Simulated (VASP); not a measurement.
CO2: single point with r2SCAN

Crystal: CO2.

```
C O
1.0
    -1.97473    1.97473    3.01406
     1.97473   -1.97473    3.01406
     1.97473    1.97473   -3.01406
C O
2 4
Cartesian
  0.0048 1.9799 1.5280
  0.0061 -0.0124 0.0144
  -0.9750 1.3497 2.2826
  0.6243 0.9884 0.7368
  2.9754 0.6222 -0.7863
  1.3165 0.9946 3.7684
```

```yaml
Program: VASP 6.6.1
Task: single point
Functional: r2SCAN
Potentials_or_basis: VASP PAW PBE potentials, release 64 (C_h, O_h)
Cutoff: 1100 eV
k_mesh: 3 × 3 × 3
Occupations: fermi-dirac, width 0.01 eV
Spin: no spin polarisation
```

The pressure is -3.9 GPa. The largest force is 0.718 eV/Å and the band gap on the k mesh is 8.76 eV (least direct gap 9.03 eV).

Forces on the atoms (eV/Å):
```
C   -0.305 -0.140 -0.634
C   -0.320  0.324 -0.259
O   -0.011 -0.640 -0.087
O    0.155  0.265  0.425
O    0.110  0.450  0.361
O    0.371 -0.259  0.194
```

Stress tensor (GPa, compression positive):
```
-3.36  1.41  0.73
 1.41 -2.08  1.72
 0.73  1.72 -6.32
```

Levels at points of the mesh, in eV from the valence-band top:
| k point | band 14 | band 15 | band 16 | band 17 | band 18 | band 19 |
| --- | --- | --- | --- | --- | --- | --- |
| (0.00, 0.00, 0.00) | -0.79 | -0.59 | -0.33 | 8.76 | 9.92 | 10.18 |

It took 3.8 min on 1 thread of AMD EPYC 7R43 64-Core Processor (Zen 3), on a shared host, peak memory 0.31 GiB.

Caveat: the k points lie up to 0.63 Å⁻¹ apart; the PAW data sets were made with another functional, which shifts forces and pressure a little. A k mesh can miss the band edges.
